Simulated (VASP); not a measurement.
Set up this calculation in VASP 6.6.1, as the native input.

```
Task                   : single point
Functional             : PBE
Potentials or basis    : VASP PAW PBE potentials, release 64 (Li_sv, H)
Cutoff                 : 520 eV
k mesh                 : 2 × 2 × 2
Occupations            : fermi-dirac, width 0.05 eV
Spin                   : no spin polarisation
Dipole correction      : no
Further INCAR settings : LREAL = Auto; ALGO = Normal; EDIFF = 1e-07; NBANDS = 38
```

The structure of Li16H (a cell with a defect) lies in POSCAR:

```
Li16H
1.0
    6.5700000000      0.0000000000      0.0000000000
    0.0000000000      6.5700000000      0.0000000000
    0.0000000000      0.0000000000      6.5700000000
Li H
16 1
Direct
   -0.0413593423     -0.0178447603      0.0130021533
    0.5421067327     -0.0175462501     -0.0122762003
    0.0071055262      0.5009223102      0.0138810926
   -0.0127827476      0.0095913406      0.4900292597
    0.2610242963      0.2066245348      0.2108793019
    0.4936087274      0.5005654099     -0.0129118825
    0.5135276224      0.0099505381      0.5111714284
    0.7384476658      0.2666262114      0.2540484643
    0.0410866527      0.4797665567      0.4886023788
    0.2611250764      0.7809290732      0.2292580863
    0.2392492763      0.2066856631      0.7899167936
    0.4596498429      0.4796678003      0.5121266058
    0.7381476782      0.7184177706      0.2770137170
    0.7625632900      0.2669179398      0.7468593775
    0.2399166139      0.7807017160      0.7714936999
    0.7623536560      0.7183422032      0.7237476978
    0.2503421327      0.9864409425      0.0006587261
```

These files were run (other wordings do the same):

INCAR

```
SYSTEM = Li16H
PREC = Accurate
ENCUT = 520
EDIFF = 1E-7
ISMEAR = -1
SIGMA = 0.05
LREAL = Auto
LASPH = .TRUE.
NELM = 80
ALGO = Normal
ISIF = 2
LWAVE = .FALSE.
LCHARG = .FALSE.
GGA = PE
NBANDS = 38
```

KPOINTS

```
Automatic mesh
0
G
  2 2 2
  0 0 0
```

Potentials or basis: VASP PAW PBE potentials, release 64 (Li_sv, H).

Launch:

```sh
$ cat potpaw_PBE.64/Li_sv/POTCAR potpaw_PBE.64/H/POTCAR > POTCAR
$ mpirun -np 1 vasp_std > vasp.out
```

It gave:

```
Largest force          : 0.047 eV/Å
Band gap on the k mesh : zero (an odd number of electrons rules out a gap without spin polarisation)
```

Caveat: the k points lie up to 0.48 Å⁻¹ apart, too coarse for converged energies and pressures of a metal.

Run time: 49 s on 1 thread of Intel(R) Xeon(R) 6975P-C (Granite Rapids), with other jobs on the host, peak memory 0.35 GiB.
